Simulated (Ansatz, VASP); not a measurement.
Two plane-wave programs on SnSe2

```xyz
3
Lattice="3.8110 0.0000 0.0000 -1.9055 3.3004 0.0000 0.0000 0.0000 6.1360" Properties=species:S:1:pos:R:3 pbc="T T T"
Sn    0.0000    0.0000    0.0000
Se    1.9055    1.1001    4.6081
Se    0.0000    2.2003    1.5279
```

Alike in both runs: functional r2SCAN; k mesh 8 × 8 × 5; occupations fermi-dirac, width 0.05 eV; non-collinear spin, spin-orbit coupling.

```csv
,VASP,Ansatz
version,VASP 6.6.1,Ansatz 0.2.0
potentials or method,"VASP PAW PBE potentials, release 64 (Sn_d, Se)",Ansatz PAW
plane-wave cutoff (eV),550,500
valence electrons in the cell,26,46
task,single point,band structure
```

VASP gave:

```
pressure (GPa)                                                : 3.7
traceless stress, the component that is largest in VASP (GPa) : 0.97
rms of the force components (eV/Å)                            : 0.253
```

**Question.** Estimate Ansatz's values.

**Answer.** Pressure (GPa): 3.6; traceless stress, the component that is largest in VASP (GPa): 0.99; rms of the force components (eV/Å): 0.244.

VASP's potentials were made for PBE, not for r2SCAN. Atom by atom the forces differ by 0.009 eV/Å (rms over components). VASP's potentials hold 26 valence electrons a cell and Ansatz's 46, so a difference there can come from the potentials and not from the codes.
